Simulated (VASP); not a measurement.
# Sn in VASP: a series of runs

Aim: see how the results for Sn move with the level of theory and the settings. Levels: r2SCAN, BLYP. Tasks: single point.

Everything below comes from runs of VASP 6.6.1. Logs are shortened: lines on timing, memory, paths and dates and some standing lists are left out, and cuts for length are marked.

## Step 1: The cell of the first run

Symmetry: Immm, No. 71, orthorhombic system. Conventional cell: a = 3.453 Å, b = 3.551 Å, c = 4.677 Å, α = 90.00°, β = 90.00°, γ = 90.00°. Sn (site symmetry mmm) has 14 Sn at 3.41 to 4.68 Å within 4.7 Å.

## Step 2: Single point, r2SCAN

Contents of POSCAR:

```
Sn
1.0
   -1.7265390000      1.7755470000      2.3383420000
    1.7265390000     -1.7755470000      2.3383420000
    1.7265390000      1.7755470000     -2.3383420000
Sn
1
Direct
    0.0000000000      0.0000000000      0.0000000000
```

Contents of INCAR.step1:

```
SYSTEM = Sn
PREC     = Accurate       ! precision mode
ENCUT    = 520            ! plane-wave cutoff, eV
ISMEAR   = 0              ! smearing method
SIGMA    = 0.1            ! smearing width, eV
LREAL    = .FALSE.        ! projectors in reciprocal space
LASPH    = .TRUE.         ! aspherical terms in the spheres
NELM     = 80             ! most SCF steps
NBANDS   = 13             ! bands
GGA      = PE             ! functional
ALGO     = Normal         ! electronic algorithm
EDIFF    = 1E-4           ! SCF threshold, eV
LWAVE    = .TRUE.         ! write WAVECAR
LCHARG   = .FALSE.        ! write CHGCAR
```

Contents of INCAR.step2:

```
SYSTEM = Sn
PREC     = Accurate       ! precision mode
ENCUT    = 520            ! plane-wave cutoff, eV
EDIFF    = 1E-6           ! SCF threshold, eV
ISMEAR   = 0              ! smearing method
SIGMA    = 0.1            ! smearing width, eV
LREAL    = .FALSE.        ! projectors in reciprocal space
LASPH    = .TRUE.         ! aspherical terms in the spheres
NELM     = 80             ! most SCF steps
ALGO     = Normal         ! electronic algorithm
ISIF     = 2              ! what is computed and relaxed
LWAVE    = .FALSE.        ! write WAVECAR
LCHARG   = .TRUE.         ! write CHGCAR
METAGGA  = R2SCAN         ! meta-GGA
LMIXTAU  = .TRUE.       
LELF     = .TRUE.         ! ELF
LVHAR    = .TRUE.       
NBANDS   = 13             ! bands
ISTART   = 1
```

Contents of KPOINTS:

```
Automatic mesh
0
G
  11 11 11
  0 0 0
```

Potentials or basis: VASP PAW PBE potentials, release 64 (Sn_d).

The run is started by

```console
$ cat potpaw_PBE.64/Sn_d/POTCAR > POTCAR
$ cp INCAR.step1 INCAR
$ mpirun -np 1 vasp_std > vasp.out
$ cp INCAR.step2 INCAR
$ mpirun -np 1 vasp_std > vasp.out
```

OUTCAR:

```text
SYSTEM = Sn
   PREC = Accurate
   ENCUT = 520
   EDIFF = 1E-6
   ISMEAR = 0
   LREAL = .FALSE.
   LASPH = .TRUE.
   NELM = 80
   ISIF = 2
   METAGGA = R2SCAN
   ISTART = 1

 ion  position               nearest neighbor table
   1  0.000  0.000  0.000-

  LATTYP: Found a body centered orthorhombic cell.
 ALAT       =     3.4530780000
 B/A-ratio  =     1.0283851103
 C/A-ratio  =     1.3543522620

  Lattice vectors:

 A1 = (  -1.7265390000,   1.7755470000,   2.3383420000)
 A2 = (   1.7265390000,  -1.7755470000,   2.3383420000)
 A3 = (   1.7265390000,   1.7755470000,  -2.3383420000)

Analysis of symmetry for initial positions (statically):
=====================================================================
 Subroutine PRICEL returns:
 Original cell was already a primitive cell.

 Routine SETGRP: Setting up the symmetry group for a
 body centered orthorhombic supercell.

 Subroutine GETGRP returns: Found  8 space group operations
 (whereof  8 operations were pure point group operations)
 out of a pool of  8 trial point group operations.

The static configuration has the point symmetry D_2h.

Analysis of symmetry for dynamics (positions and initial velocities):
=====================================================================
 Subroutine PRICEL returns:
 Original cell was already a primitive cell.

 Routine SETGRP: Setting up the symmetry group for a
 body centered orthorhombic supercell.

 Subroutine GETGRP returns: Found  8 space group operations
 (whereof  8 operations were pure point group operations)
 out of a pool of  8 trial point group operations.

The dynamic configuration has the point symmetry D_2h.

 Subroutine INISYM returns: Found  8 space group operations
 (whereof  8 operations are pure point group operations),
 and found     1 'primitive' translations

----------------------------------------------------------------------------------------

                                     Primitive cell

  volume of cell :      28.6732

  direct lattice vectors                    reciprocal lattice vectors
    -1.726539000  1.775547000  2.338342000     0.000000000  0.281603359  0.213826720
     1.726539000 -1.775547000  2.338342000     0.289596702  0.000000000  0.213826720
     1.726539000  1.775547000 -2.338342000     0.289596702  0.281603359  0.000000000

  length of vectors
     3.406075069  3.406075069  3.406075069     0.353584952  0.359983494  0.403938983

  position of ions in fractional coordinates (direct lattice)
[... 85 lines left out ...]
   POTIM  = 0.5000    time-step for ionic-motion
   TEBEG  =    0.0;   TEEND  =   0.0 temperature during run
   PSTRESS=    0.0 pullay stress
   NELECT =      14.0000    total number of electrons
   NUPDOWN=      -1.0000    fix difference up-down
   EMIN   =  10.00;   EMAX   =-10.00  energy-range for DOS
   EFERMI =   0.00;   METHOD = LEGACY
   ISMEAR =     0;   SIGMA  =   0.10  broadening in eV -4-tet -1-fermi 0-gaus
   EFERMI_NEDOS =   21; number of points for ismear=-14 and -15
   IALGO  =     38    algorithm
   IMIX   =      4    mixing-type and parameters
     AMIX     =   0.40;   BMIX     =  1.00
     AMIX_MAG =   1.60;   BMIX_MAG =  1.00
  volume/ion in A,a.u.               =      28.67       193.50
  Fermi-wavevector in a.u.,A,eV,Ry     =   1.289116  2.436076 22.610433  1.661820
  Thomas-Fermi vector in A             =   2.421028
   LORBIT       =      0    0 simple, 1 ext, 2 COOP (PROOUT), +10 PAW based schemes
   METAGGA = R2SCAN    functional components
   LHFCALC =     F    Hartree Fock is set to
   AEXX    =    0.0000 exact exchange contribution
   IVDW    =     0    specifies the selected vdW correction
   LEPSILON=     F    determine dielectric tensor
   LRPA    =     F    only Hartree local field effects (RPA)
 non-spin polarized calculation
 Gauss-broadening in eV      SIGMA  =   0.10
  energy-cutoff  :      520.00
  volume of cell :       28.67
 maximum number of plane-waves:       788
 NGX is ok and might be reduce to    28
   NGX = 13   NGY = 13   NGZ = 13

 number of electron      13.9999998 magnetization

 Free energy of the ion-electron system (eV)
  ---------------------------------------------------
  ext. energy  EPLUGINS =         0.00000000
  ---------------------------------------------------
  free energy    TOTEN  =       -24.49923952 eV

  energy without entropy =      -24.49708541  energy(sigma->0) =      -24.49816247

 E-fermi :   7.4498     XC(G=0): -10.9889

 val. band max:        7.3913038283   @ k =   0.1818   0.1818   0.1818
 cond. band min:       7.4632400177   @ k =   0.4545   0.2727   0.0909
 fundamental gap:      0.0719361894
 Fermi energy:         7.4497827209

 k-point     1 :       0.0000    0.0000    0.0000
  band No.  band energies     occupation
      1     -14.8098      2.00000
      2     -14.7930      2.00000
      3     -14.7732      2.00000
      4     -14.7427      2.00000
      5     -14.7020      2.00000
      6      -3.8742      2.00000
      7      14.9225      0.00000
      8      15.0679      0.00000
      9      15.5151      0.00000
     10      18.7456      0.00000
     11      19.0732      0.00000
     12      19.7068      0.00000
     13      19.7837      0.00000
[... 354 lines left out ...]
  band No.  band energies     occupation
      1     -14.8106      2.00000
      2     -14.7680      2.00000
      3     -14.7371      2.00000
      4     -14.6954      2.00000
      5     -14.6526      2.00000
      6      -0.2739      2.00000
      7       5.0802      2.00000
      8      10.0723      0.00000
      9      11.8375      0.00000
     10      15.3584      0.00000
     11      20.6282      0.00000
     12      21.6729      0.00000
     13      23.1378      0.00000

 [... further k-points ...]

------------------------ aborting loop because EDIFF is reached ----------------------------------------

  FORCE on cell =-STRESS in cart. coord.  units (eV):
  Direction    XX          YY          ZZ          XY          YZ          ZX
  --------------------------------------------------------------------------------------
  -------------------------------------------------------------------------------------
  Total       -0.2881893     -0.5576708     -0.3396122      0.0000000      0.0000000      0.0000000
  in kB      -16.1031876    -31.1610362    -18.9765502      0.0000000      0.0000000      0.0000000
  external PRESSURE =     -22.0802580 kB  Pullay stress =       0.0000000 kB

 VOLUME and BASIS-vectors are now :
 -----------------------------------------------------------------------------
  energy-cutoff  :      520.00
  volume of cell :       28.67
      direct lattice vectors                 reciprocal lattice vectors
    -1.726539000  1.775547000  2.338342000     0.000000000  0.281603359  0.213826720
     1.726539000 -1.775547000  2.338342000     0.289596702  0.000000000  0.213826720
     1.726539000  1.775547000 -2.338342000     0.289596702  0.281603359  0.000000000

 POSITION                                       TOTAL-FORCE (eV/Angst)
 -----------------------------------------------------------------------------------
      0.00000      0.00000      0.00000         0.000000      0.000000     -0.000000
 -----------------------------------------------------------------------------------
    total drift:                               -0.000000     -0.000000     -0.000000

  FREE ENERGIE OF THE ION-ELECTRON SYSTEM (eV)
  ---------------------------------------------------
  free  energy   TOTEN  =       -24.4992395186 eV

  energy  without entropy=      -24.4970854125  energy(sigma->0) =      -24.49816247
```

OSZICAR.step1:

```text
N       E                     dE             d eps       ncg     rms          rms(c)
DAV:   1     0.799502114708E+02    0.79950E+02   -0.72175E+03  5769   0.157E+03
DAV:   2     0.183488523418E+01   -0.78115E+02   -0.75751E+02  5936   0.333E+02
DAV:   3    -0.367620832581E+01   -0.55111E+01   -0.54871E+01  6681   0.728E+01
DAV:   4    -0.379386552974E+01   -0.11766E+00   -0.11764E+00  6753   0.114E+01
DAV:   5    -0.379794388896E+01   -0.40784E-02   -0.40782E-02  7565   0.206E+00    0.118E+00
DAV:   6    -0.378990404679E+01    0.80398E-02   -0.90448E-03  7246   0.159E+00    0.658E-01
DAV:   7    -0.378735102649E+01    0.25530E-02   -0.60217E-03  7341   0.124E+00    0.876E-02
DAV:   8    -0.378725664696E+01    0.94380E-04   -0.62812E-04  6921   0.420E-01
   1 F= -.37872566E+01 E0= -.37862266E+01  d E =-.206007E-02
```

Run time: 5 min. Hardware: 1 thread of Intel Xeon Platinum 8259CL at 2.50GHz (Skylake/Cascade Lake), shared host; peak memory 0.22 GiB.

What came out:

```
Free energy            : -24.4992 eV
Pressure               : -2.2 GPa
Band gap on the k mesh : zero (bands 7 and 8 overlap by 9.32 eV)
```

Stress tensor (GPa, compression positive):
```
-1.61  0.00  0.00
 0.00 -3.12  0.00
 0.00  0.00 -1.90
```

Caveat: the PAW data sets were made with another functional, which shifts forces and pressure a little; spin-orbit coupling is left out, which moves the levels of the heavy elements.

## Step 3: Single point, BLYP, collinear spin (the cell strained at random)

Contents of INCAR:

```
PREC = Accurate
ENCUT = 520
EDIFF = 1E-6
ISMEAR = 0
SIGMA = 0.05
LREAL = False
LASPH = True
NELM = 150
ALGO = Fast
ISIF = 2
LWAVE = False
LCHARG = False
ISPIN = 2
MAGMOM = 0.5
LORBIT = 11
GGA = B5
ALDAX = 1.0
AGGAX = 1.0
AGGAC = 1.0
ALDAC = 0.0
NBANDS = 17
```

Contents of KPOINTS:

```
Automatic mesh
0
Gamma
  7 7 8
```

Contents of POSCAR:

```
Sn
1.0
   -1.7036220000      1.8027960000      2.3302940000
    1.7248930000     -1.7698940000      2.3210160000
    1.7153410000      1.7812890000     -2.3053110000
Sn
1
Direct
    0.0196730000      0.0031540000      0.0146070000
```

Potentials or basis: VASP PAW PBE potentials, release 64 (Sn_d).

The run is started by

```console
$ cat potpaw_PBE.64/Sn_d/POTCAR > POTCAR
$ mpirun -np 1 vasp_std > vasp.out
```

It took 3.9 min on 1 thread of Intel Xeon Platinum 8259CL at 2.50GHz (Skylake/Cascade Lake), shared host; peak memory 0.27 GiB.

The run converged. Its results:

```
Free energy                                           : -2.9408 eV
Pressure                                              : 3.5 GPa
Band gap on the k mesh                                : zero (filled and empty bands overlap)
Net moment                                            : 0.00 μB per cell
Valence electrons inside the program's atomic spheres : Sn 12.17
```

Stress tensor (GPa, compression positive):
```
 4.76  1.05 -0.22
 1.05  3.32 -0.31
-0.22 -0.31  2.44
```

Levels at points of the mesh, in eV from the Fermi level:
Spin up:
| k point | band 5 | band 6 | band 7 | band 8 | band 9 | band 10 |
| --- | --- | --- | --- | --- | --- | --- |
| (0.00, 0.00, 0.00) | -21.43 | -10.77 | 6.61 | 7.01 | 7.49 | 11.00 |
| (0.00, 0.00, 0.50) | -21.35 | -5.43 | -3.54 | 2.06 | 2.50 | 5.95 |
Spin down:
```
           k point  band 5  band 6  band 7  band 8  band 9  band 10
(0.00, 0.00, 0.00)  -21.43  -10.77    6.61    7.01    7.49    11.00
(0.00, 0.00, 0.50)  -21.35   -5.43   -3.54    2.06    2.50     5.95
```

Caveat: the cell differs from its parent crystal (the cell strained at random); the cell stands under pressure; the PAW data sets were made with another functional, which shifts forces and pressure a little; spin-orbit coupling is left out, which moves the levels of the heavy elements.
